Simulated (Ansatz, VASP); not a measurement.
## CsBr in VASP and in Ansatz

The input INCAR:

```
ALGO     = Normal         # electronic algorithm
EDIFF    = 1E-6           # SCF threshold, eV
ENCUT    = 500            # plane-wave cutoff, eV
GGA      = PS             # functional
GGA_COMPAT= F            
ISIF     = 2              # what is computed and relaxed
ISMEAR   = 0              # smearing method
LASPH    = T              # aspherical terms in the spheres
LCHARG   = F              # write CHGCAR
LREAL    = F              # projectors in reciprocal space
LWAVE    = F              # write WAVECAR
NBANDS   = 15             # bands
NELM     = 120            # most SCF steps
PREC     = Accurate       # precision mode
SIGMA    = 0.02           # smearing width, eV
```

KPOINTS

```
k-points
0
Gamma
  6 6 6
```

POSCAR

```
CsBr
1.0
    4.2693703200      0.0000000000      0.0000000000
    0.0000000000      4.2693703200      0.0000000000
    0.0000000000      0.0000000000      4.2693703200
Cs Br
1 1
Direct
    0.0000000000      0.0000000000      0.0000000000
    0.5000000000      0.5000000000      0.5000000000
```

Input for Ansatz:

```yaml
crystal:
  lattice:
    - [4.26937032, 0.0, 0.0]
    - [0.0, 4.26937032, 0.0]
    - [0.0, 0.0, 4.26937032]
  atoms:
    - { symbol: Cs, position: [0.0, 0.0, 0.0] }
    - { symbol: Br, position: [0.5, 0.5, 0.5] }
basis:
  ecutwfc: 420
kpoints:
  mp_grid: { grid: [6, 6, 6] }
hamiltonian:
  xc: pbesol
scf:
  occupations: { method: gaussian, width: 0.02 }
output:
  forces: true
  stress: true
  eigenvalues: true
```

Alike in both runs: task single point; functional PBEsol; k mesh 6 × 6 × 6; occupations gaussian, width 0.02 eV; no spin polarisation.

|  | VASP | Ansatz |
| --- | --- | --- |
| version | VASP 6.6.1 | Ansatz 0.2.0 |
| potentials or method | VASP PAW PBE potentials, release 64 (Cs_sv, Br), cutoff 500 eV | scalar-relativistic, plane waves, PAW |
| valence electrons in the cell | 16 | 16 |

|  | VASP | Ansatz | Ansatz less VASP |
| --- | --- | --- | --- |
| gap on the k mesh at the Fermi level (eV) | 4.37 | 4.38 | +0.010 |
| least direct gap on the mesh (eV) | 4.37 | 4.38 | +0.010 |
| pressure (GPa) | -0.2 | -0.3 | -0.05 |

VASP's potentials were made for PBE, not for PBEsol.

Spin-orbit coupling is off throughout.
